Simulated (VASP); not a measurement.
Here is a VASP 6.6.1 calculation.

INCAR

```
SYSTEM = V
PREC     = Accurate       ! precision mode
ENCUT    = 520            ! plane-wave cutoff, eV
EDIFF    = 1E-7           ! SCF threshold, eV
ISMEAR   = 0              ! smearing method
SIGMA    = 0.05           ! smearing width, eV
LREAL    = .FALSE.        ! projectors in reciprocal space
LASPH    = .TRUE.         ! aspherical terms in the spheres
NELM     = 60             ! most SCF steps
ALGO     = Fast           ! electronic algorithm
ISIF     = 2              ! what is computed and relaxed
LWAVE    = .FALSE.        ! write WAVECAR
LCHARG   = .FALSE.        ! write CHGCAR
GGA      = PE             ! functional
NBANDS   = 12             ! bands
```

The input KPOINTS:

```
Automatic mesh
0
G
  20 20 20
  0 0 0
```

Contents of POSCAR:

```
V
1.0
   -1.4983851310      1.4983851310      1.4983851310
    1.4983851310     -1.4983851310      1.4983851310
    1.4983851310      1.4983851310     -1.4983851310
V
1
Direct
    0.0000000000      0.0000000000      0.0000000000
```

Potentials or basis: VASP PAW PBE potentials, release 64 (V_sv).

Command:

```sh
$ cat potpaw_PBE.64/V_sv/POTCAR > POTCAR
$ mpirun -np 1 vasp_std > vasp.out
```

Q: What does it give for the band gap on the k mesh?

A: Zero (an odd number of electrons rules out a gap without spin polarisation).

Q: What does it give for the pressure?

A: 0.2 GPa.
